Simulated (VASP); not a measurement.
# TiCo3 (Pm-3m) in VASP: notebook

The runs below take TiCo3 through single point, with PBEsol.

Everything below comes from runs of VASP 6.6.1. Logs are shortened: lines on timing, memory, paths and dates and some standing lists are left out, and cuts for length are marked.

### 1 The cell of the first run

The structure is cubic, space group Pm-3m (No. 221). Conventional cell: a = 3.453 Å, b = 3.453 Å, c = 3.453 Å, α = 90.00°, β = 90.00°, γ = 90.00°. Within 3.2 Å of Ti (site symmetry m-3m) lie 12 Co at 2.44 Å. Within 3.2 Å of Co (site symmetry 4/mmm) lie 4 Ti at 2.44 Å and 8 Co at 2.44 Å.

### 2 Single point, PBEsol, collinear spin, ferromagnetic start (10.29 Å³/atom)

INCAR

```
SYSTEM = TiCo3
PREC = Accurate ; ENCUT = 520
EDIFF = 1E-6 ; ISMEAR = 0
SIGMA = 0.15 ; LREAL = .False.
LASPH = .True. ; NELM = 150
ALGO = Normal ; ISIF = 2
LWAVE = .False. ; LCHARG = .False.
ISPIN = 2 ; MAGMOM = 0.1 0.22 0.22 0.22
LORBIT = 11 ; NUPDOWN = 0.76
LMAXMIX = 4 ; GGA = PS
NBANDS = 32
```

KPOINTS

```
Automatic mesh
0
Gamma
  12 12 12
  0 0 0
```

POSCAR

```
TiCo3
1.0
    3.4529205823      0.0000000000      0.0000000000
    0.0000000000      3.4529205823      0.0000000000
    0.0000000000      0.0000000000      3.4529205823
Ti Co
1 3
Direct
    0.0000000000      0.0000000000      0.0000000000
    0.0000000000      0.5000000000      0.5000000000
    0.5000000000      0.0000000000      0.5000000000
    0.5000000000      0.5000000000      0.0000000000
```

Potentials or basis: VASP PAW PBE potentials, release 64 (Ti_sv, Co).

Run with:

```bash
$ cat potpaw_PBE.64/Ti_sv/POTCAR potpaw_PBE.64/Co/POTCAR > POTCAR
$ mpirun -np 1 vasp_std > vasp.out
```

OUTCAR:

```text
SYSTEM = TiCo3
   PREC = Accurate
   ENCUT = 520
   EDIFF = 1E-6
   ISMEAR = 0
   LREAL = .False.
   LASPH = .True.
   NELM = 150
   ISIF = 2
   ISPIN = 2
   LORBIT = 11
   NUPDOWN = 0.76
   GGA = PS

 ion  position               nearest neighbor table
   1  0.000  0.000  0.000-   2 2.44   3 2.44   4 2.44   2 2.44   3 2.44   2 2.44   4 2.44   2 2.44
                             3 2.44   4 2.44   3 2.44   4 2.44
   2  0.000  0.500  0.500-   1 2.44   3 2.44   4 2.44   1 2.44   4 2.44   1 2.44   3 2.44   1 2.44
                             3 2.44   4 2.44   4 2.44   3 2.44
   3  0.500  0.000  0.500-   1 2.44   2 2.44   4 2.44   1 2.44   4 2.44   2 2.44   4 2.44   4 2.44
                             1 2.44   2 2.44   1 2.44   2 2.44
   4  0.500  0.500  0.000-   1 2.44   2 2.44   3 2.44   2 2.44   3 2.44   1 2.44   3 2.44   3 2.44
                             1 2.44   2 2.44   2 2.44   1 2.44

  LATTYP: Found a simple cubic cell.
 ALAT       =     3.4529205823

  Lattice vectors:

 A1 = (   3.4529205823,   0.0000000000,   0.0000000000)
 A2 = (   0.0000000000,   3.4529205823,   0.0000000000)
 A3 = (   0.0000000000,   0.0000000000,   3.4529205823)

Analysis of symmetry for initial positions (statically):
=====================================================================
 Subroutine PRICEL returns:
 Original cell was already a primitive cell.

 Routine SETGRP: Setting up the symmetry group for a
 simple cubic supercell.

 Subroutine GETGRP returns: Found 48 space group operations
 (whereof 48 operations were pure point group operations)
 out of a pool of 48 trial point group operations.

The static configuration has the point symmetry O_h .

Analysis of symmetry for dynamics (positions and initial velocities):
=====================================================================
 Subroutine PRICEL returns:
 Original cell was already a primitive cell.

 Routine SETGRP: Setting up the symmetry group for a
 simple cubic supercell.

 Subroutine GETGRP returns: Found 48 space group operations
 (whereof 48 operations were pure point group operations)
 out of a pool of 48 trial point group operations.

The dynamic configuration has the point symmetry O_h .

Analysis of structural, dynamic, and magnetic symmetry:
=====================================================================
 Subroutine PRICEL returns:
 Original cell was already a primitive cell.

 Routine SETGRP: Setting up the symmetry group for a
 simple cubic supercell.

 Subroutine GETGRP returns: Found 48 space group operations
 (whereof 48 operations were pure point group operations)
 out of a pool of 48 trial point group operations.

The overall configuration has the point symmetry O_h .

 Subroutine INISYM returns: Found 48 space group operations
 (whereof 48 operations are pure point group operations),
 and found     1 'primitive' translations

----------------------------------------------------------------------------------------

                                     Primitive cell

  volume of cell :      41.1680

  direct lattice vectors                    reciprocal lattice vectors
     3.452920582  0.000000000  0.000000000     0.289609904  0.000000000  0.000000000
     0.000000000  3.452920582  0.000000000     0.000000000  0.289609904  0.000000000
     0.000000000  0.000000000  3.452920582     0.000000000  0.000000000  0.289609904

  length of vectors
     3.452920582  3.452920582  3.452920582     0.289609904  0.289609904  0.289609904

  position of ions in fractional coordinates (direct lattice)
     0.000000000  0.000000000  0.000000000
     0.000000000  0.500000000  0.500000000
     0.500000000  0.000000000  0.500000000
     0.500000000  0.500000000  0.000000000

  ion indices of the primitive-cell ions
   primitive index   ion index
                 1           1
                 2           2
                 3           3
                 4           4

----------------------------------------------------------------------------------------

 KPOINTS: Automatic mesh

Automatic generation of k-mesh.
 Grid dimensions read from file:
 generate k-points for:   12   12   12

 Generating k-lattice:

  Cartesian coordinates                     Fractional coordinates (reciprocal lattice)
     0.024134159  0.000000000  0.000000000     0.083333333  0.000000000  0.000000000
     0.000000000  0.024134159  0.000000000     0.000000000  0.083333333  0.000000000
     0.000000000  0.000000000  0.024134159     0.000000000  0.000000000  0.083333333

  Length of vectors
     0.024134159  0.024134159  0.024134159

  Shift w.r.t. Gamma in fractional coordinates (k-lattice)
     0.000000000  0.000000000  0.000000000

 Subroutine IBZKPT returns following result:
 ===========================================

 Found     84 irreducible k-points:

 Following reciprocal coordinates:
            Coordinates               Weight
  0.000000  0.000000  0.000000      1.000000
  0.083333  0.000000  0.000000      6.000000
  0.166667  0.000000  0.000000      6.000000
  0.250000  0.000000  0.000000      6.000000
  0.333333  0.000000  0.000000      6.000000
  0.416667  0.000000  0.000000      6.000000
[... 16 lines left out ...]
  0.333333  0.333333  0.000000     12.000000
  0.416667  0.333333  0.000000     24.000000
 [... further k-points ...]
   k-points           NKPTS =     84   k-points in BZ     NKDIM =     84   number of bands    NBANDS=     32
   number of dos      NEDOS =    301   number of ions     NIONS =      4
   total plane-waves  NPLWV =  21952
   dimension x,y,z NGX =    28 NGY =   28 NGZ =   28
   dimension x,y,z NGXF=    56 NGYF=   56 NGZF=   56
   ions per type =               1   3
   NGX,Y,Z   is equivalent  to a cutoff of  13.48, 13.48, 13.48 a.u.
   NGXF,Y,Z  is equivalent  to a cutoff of  26.96, 26.96, 26.96 a.u.
 SYSTEM =  TiCo3
   PREC   = accura    normal or accurate (medium, high low for compatibility)
   ISTART =      0    job   : 0-new  1-cont  2-samecut
   ICHARG =      2    charge: 1-file 2-atom 10-const
   ISPIN  =      2    spin polarized calculation?
   LNONCOLLINEAR =      F non collinear calculations
   LSORBIT =      F    spin-orbit coupling
   LASPH  =      T    aspherical Exc in radial PAW
   ENCUT  =  520.0 eV  38.22 Ry    6.18 a.u.   6.42  6.42  6.42*2*pi/ulx,y,z
   NELM   =    150;   NELMIN=  2; NELMDL= -5     # of ELM steps
   EDIFF  = 0.1E-05   stopping-criterion for ELM
   LREAL  =      F    real-space projection
   EDIFFG = 0.1E-04   stopping-criterion for IOM
   NSW    =      0    number of steps for IOM
   IBRION =     -1    ionic relax: 0-MD 1-quasi-New 2-CG
   NFREE  =      0    steps in history (QN), initial steepest desc. (CG)
   ISIF   =      2    stress and relaxation
   ISYM   =      2    0-nonsym 1-usesym 2-fastsym
   POTIM  = 0.5000    time-step for ionic-motion
   TEBEG  =    0.0;   TEEND  =   0.0 temperature during run
   PSTRESS=    0.0 pullay stress
   NELECT =      39.0000    total number of electrons
   NUPDOWN=       0.7600    fix difference up-down
   EMIN   =  10.00;   EMAX   =-10.00  energy-range for DOS
   EFERMI =   0.00;   METHOD = LEGACY
   ISMEAR =     0;   SIGMA  =   0.15  broadening in eV -4-tet -1-fermi 0-gaus
   EFERMI_NEDOS =   21; number of points for ismear=-14 and -15
   IALGO  =     38    algorithm
   IMIX   =      4    mixing-type and parameters
     AMIX     =   0.40;   BMIX     =  1.00
     AMIX_MAG =   1.60;   BMIX_MAG =  1.00
  volume/ion in A,a.u.               =      10.29        69.45
  Fermi-wavevector in a.u.,A,eV,Ry     =   1.607841  3.038379 35.173139  2.585153
  Thomas-Fermi vector in A             =   2.703806
   LORBIT       =     11    0 simple, 1 ext, 2 COOP (PROOUT), +10 PAW based schemes
   GGA     = PS    functional components
   LHFCALC =     F    Hartree Fock is set to
   AEXX    =    0.0000 exact exchange contribution
   IVDW    =     0    specifies the selected vdW correction
   LEPSILON=     F    determine dielectric tensor
   LRPA    =     F    only Hartree local field effects (RPA)
 spin polarized calculation
 Gauss-broadening in eV      SIGMA  =   0.15
  energy-cutoff  :      520.00
  volume of cell :       41.17
 maximum number of plane-waves:      1141
 NGX is ok and might be reduce to    28
   NGX = 13   NGY = 13   NGZ = 13

 number of electron      38.9999985 magnetization       0.7599999

 Free energy of the ion-electron system (eV)
  ---------------------------------------------------
  ext. energy  EPLUGINS =         0.00000000
  ---------------------------------------------------
  free energy    TOTEN  =       -32.60764113 eV

  energy without entropy =      -32.55298195  energy(sigma->0) =      -32.58031154

 E-fermi :  11.6380     XC(G=0): -14.0530

 val. band max:       11.6837760828   @ k =   0.3333   0.3333   0.0833
 cond. band min:      11.6397821690   @ k =   0.5000   0.1667   0.1667
 fundamental gap:     -0.0439939138
 Fermi energy:        11.6856179773

 spin component 1

 k-point     1 :       0.0000    0.0000    0.0000
  band No.  band energies     occupation
      1     -44.2868      1.00000
      2     -20.6712      1.00000
      3     -20.6712      1.00000
      4     -20.6712      1.00000
      5       3.1269      1.00000
      6       6.6522      1.00000
[... 23 lines left out ...]
     30      24.5577      0.00000
     31      24.5577      0.00000

 k-point     2 :       0.0833    0.0000    0.0000
  band No.  band energies     occupation
      1     -44.2863      1.00000
      2     -20.6782      1.00000
      3     -20.6716      1.00000
      4     -20.6716      1.00000
      5       3.2298      1.00000
      6       6.7025      1.00000
[... 23 lines left out ...]
     30      24.5146      0.00000
     31      24.9152      0.00000

 k-point     3 :       0.1667    0.0000    0.0000
  band No.  band energies     occupation
      1     -44.2847      1.00000
      2     -20.6975      1.00000
      3     -20.6727      1.00000
      4     -20.6727      1.00000
      5       3.5330      1.00000
      6       6.8295      1.00000
[... 703 lines left out ...]
     30      24.5258      0.00000
     31      25.9801      0.00000

 k-point    24 :       0.4167    0.3333    0.0000
  band No.  band energies     occupation
      1     -44.2749      1.00000
      2     -20.7549      1.00000
      3     -20.7362      1.00000
      4     -20.6806      1.00000
      5       6.5126      1.00000
      6       7.7496      1.00000
[... 23 lines left out ...]
     30      24.6826      0.00000
     31      25.2524      0.00000

 [... further k-points ...]

 spin component 2

 k-point     1 :       0.0000    0.0000    0.0000
  band No.  band energies     occupation
      1     -44.3489      1.00000
      2     -20.7339      1.00000
      3     -20.7339      1.00000
      4     -20.7339      1.00000
      5       3.1501      1.00000
      6       6.7872      1.00000
[... 23 lines left out ...]
     30      24.6319      0.00000
     31      24.6319      0.00000

 k-point     2 :       0.0833    0.0000    0.0000
  band No.  band energies     occupation
      1     -44.3483      1.00000
      2     -20.7410      1.00000
      3     -20.7343      1.00000
      4     -20.7343      1.00000
      5       3.2531      1.00000
      6       6.8381      1.00000
[... 23 lines left out ...]
     30      24.5907      0.00000
     31      25.0068      0.00000

 k-point     3 :       0.1667    0.0000    0.0000
  band No.  band energies     occupation
      1     -44.3468      1.00000
      2     -20.7601      1.00000
      3     -20.7355      1.00000
      4     -20.7355      1.00000
      5       3.5568      1.00000
      6       6.9662      1.00000
[... 703 lines left out ...]
     30      24.6212      0.00000
     31      26.0528      0.00000

 k-point    24 :       0.4167    0.3333    0.0000
  band No.  band energies     occupation
      1     -44.3370      1.00000
      2     -20.8174      1.00000
      3     -20.7987      1.00000
      4     -20.7433      1.00000
      5       6.5561      1.00000
      6       7.8272      1.00000
[... 23 lines left out ...]
     30      24.7765      0.00000
     31      25.3114      0.00000

 [... further k-points ...]

 [bands above 31 left out]

------------------------ aborting loop because EDIFF is reached ----------------------------------------

  FORCE on cell =-STRESS in cart. coord.  units (eV):
  Direction    XX          YY          ZZ          XY          YZ          ZX
  --------------------------------------------------------------------------------------
  -------------------------------------------------------------------------------------
  Total        4.3605907      4.3605907      4.3605907     -0.0000000     -0.0000000     -0.0000000
  in kB      169.7055858    169.7055858    169.7055858     -0.0000000     -0.0000000     -0.0000000
  external PRESSURE =     169.7055858 kB  Pullay stress =       0.0000000 kB

 VOLUME and BASIS-vectors are now :
 -----------------------------------------------------------------------------
  energy-cutoff  :      520.00
  volume of cell :       41.17
      direct lattice vectors                 reciprocal lattice vectors
     3.452920582  0.000000000  0.000000000     0.289609904  0.000000000  0.000000000
     0.000000000  3.452920582  0.000000000     0.000000000  0.289609904  0.000000000
     0.000000000  0.000000000  3.452920582     0.000000000  0.000000000  0.289609904

 POSITION                                       TOTAL-FORCE (eV/Angst)
 -----------------------------------------------------------------------------------
      0.00000      0.00000      0.00000         0.000000      0.000000      0.000000
      0.00000      1.72646      1.72646         0.000000      0.000000      0.000000
      1.72646      0.00000      1.72646         0.000000      0.000000      0.000000
      1.72646      1.72646      0.00000         0.000000      0.000000      0.000000
 -----------------------------------------------------------------------------------
    total drift:                                0.000000      0.000000      0.000000

  FREE ENERGIE OF THE ION-ELECTRON SYSTEM (eV)
  ---------------------------------------------------
  free  energy   TOTEN  =       -32.6076411275 eV

  energy  without entropy=      -32.5529819537  energy(sigma->0) =      -32.58031154

 total charge

# of ion       s       p       d       tot
------------------------------------------
    1        2.300   6.243   2.081  10.624
    2        0.560   0.608   7.404   8.572
    3        0.560   0.608   7.404   8.572
    4        0.560   0.608   7.404   8.572
--------------------------------------------------
tot          3.980   8.067  24.294  36.341

 magnetization (x)

# of ion       s       p       d       tot
------------------------------------------
    1       -0.001  -0.005  -0.067  -0.073
    2       -0.001   0.001   0.277   0.278
    3       -0.001   0.001   0.277   0.278
    4       -0.001   0.001   0.277   0.278
--------------------------------------------------
tot         -0.002  -0.003   0.765   0.761
```

It took 8.1 min on 1 thread of Intel Xeon 8259CL, shared host; peak memory 0.26 GiB.

Results:

| Item | Value |
| --- | --- |
| Free energy | -32.6076 eV |
| Pressure | 17.0 GPa |
| Net moment | 0.76 μB per cell |
| Site moments | Ti -0.07; Co +0.28 μB |
| Valence electrons inside the program's atomic spheres | Ti 10.62; Co 8.57 |

Caveat: the cell stands under pressure; the PAW data sets were made with another functional, which shifts forces and pressure a little; the total moment is fixed, so each spin has its own Fermi level and the state may be an excited one.

### 3 Single point, PBEsol, collinear spin, ferromagnetic start (10.98 Å³/atom)

This run uses another cell than the first one, of 10.98 Å³/atom.

INCAR

```
SYSTEM = TiCo3
ALGO = Fast
EDIFF = 1E-6
ENCUT = 520
GGA = PS
ISIF = 2
ISMEAR = 0
ISPIN = 2
LASPH = .TRUE.
LCHARG = .FALSE.
LMAXMIX = 4
LORBIT = 11
LREAL = .FALSE.
LWAVE = .FALSE.
MAGMOM = 1 2.2 2.2 2.2
NBANDS = 32
NELM = 150
NUPDOWN = 7.6
PREC = Accurate
SIGMA = 0.15
```

KPOINTS

```
k-points
0
G
  12 12 12
  0 0 0
```

POSCAR

```
TiCo3
1.0
    3.5280257688      0.0000000000      0.0000000000
    0.0000000000      3.5280257688      0.0000000000
    0.0000000000      0.0000000000      3.5280257688
Ti Co
1 3
Direct
    0.0000000000      0.0000000000      0.0000000000
    0.0000000000      0.5000000000      0.5000000000
    0.5000000000      0.0000000000      0.5000000000
    0.5000000000      0.5000000000      0.0000000000
```

Potentials or basis: VASP PAW PBE potentials, release 64 (Ti_sv, Co).

Run with:

```bash
$ cat potpaw_PBE.64/Ti_sv/POTCAR potpaw_PBE.64/Co/POTCAR > POTCAR
$ mpirun -np 1 vasp_std > vasp.out
```

Wall time 11 min (1 thread of Intel Xeon 8259CL, shared host); peak memory 0.27 GiB.

The run converged. Its results:

* Free energy: -28.9549 eV
* Pressure: 32.8 GPa
* Net moment: 7.60 μB per cell
* Site moments: Ti +0.87; Co +2.12 μB
* Valence electrons inside the program's atomic spheres: Ti 10.62; Co 8.37

Caveat: the cell stands under pressure; the PAW data sets were made with another functional, which shifts forces and pressure a little; the total moment is fixed, so each spin has its own Fermi level and the state may be an excited one.

### 4 Single point, PBEsol, collinear spin, ferromagnetic start (12.35 Å³/atom)

This run uses another cell than the first one, of 12.35 Å³/atom.

INCAR

```
  PREC = Accurate
  ENCUT = 520
  EDIFF = 1E-6
  ISMEAR = 0
  SIGMA = 0.15
  LREAL = False
  LASPH = True
  NELM = 150
  ALGO = Normal
  ISIF = 2
  LWAVE = False
  LCHARG = False
  ISPIN = 2
  MAGMOM = 0.5 1.1 1.1 1.1
  LORBIT = 11
  NUPDOWN = 3.8
  LMAXMIX = 4
  GGA = PS
  NBANDS = 32
```

KPOINTS

```
regular mesh
0
Gamma
  12 12 12
```

POSCAR

```
TiCo3
1.0
    3.6693350640      0.0000000000      0.0000000000
    0.0000000000      3.6693350640      0.0000000000
    0.0000000000      0.0000000000      3.6693350640
Ti Co
1 3
Direct
    0.0000000000      0.0000000000      0.0000000000
    0.0000000000      0.5000000000      0.5000000000
    0.5000000000      0.0000000000      0.5000000000
    0.5000000000      0.5000000000      0.0000000000
```

Run with:

```bash
$ cat potpaw_PBE.64/Ti_sv/POTCAR potpaw_PBE.64/Co/POTCAR > POTCAR
$ mpirun -np 1 vasp_std > vasp.out
```

Run time: 5.9 min. Hardware: 1 thread of Oxide Virtual Turin-like, shared host; peak memory 0.28 GiB.

The run converged. Its results:

```
Free energy                                           : -31.9729 eV
Pressure                                              : -13.6 GPa
Net moment                                            : 3.80 μB per cell
Site moments                                          : Ti -0.27; Co +1.37 μB
Valence electrons inside the program's atomic spheres : Ti 10.31; Co 8.20
```

Caveat: the cell stands under tension; the PAW data sets were made with another functional, which shifts forces and pressure a little; the total moment is fixed, so each spin has its own Fermi level and the state may be an excited one.

### 5 The runs side by side

```csv
fixed moment (μB),cell,pressure (GPa),moment (μB)
0.76,"a = 3.453 Å, 4 atoms",17.0,0.76
7.6,"a = 3.528 Å, 4 atoms",32.8,7.60
3.8,"a = 3.669 Å, 4 atoms",-13.6,3.80
```

Alike in all rows: task single point; level PBEsol; potentials or basis VASP PAW PBE potentials, release 64 (Ti_sv, Co); spin collinear, ferromagnetic start; k mesh 12 × 12 × 12; cutoff (eV) 520; smearing gaussian 0.15 eV.

Caveats: the PAW data sets were made with another functional, which shifts forces and pressure a little; the total moment is fixed, so each spin has its own Fermi level and the state may be an excited one; the cell stands under pressure (at least some runs); the cell stands under tension (at least some runs).

Absolute energies hang on the potentials; compare differences alone.
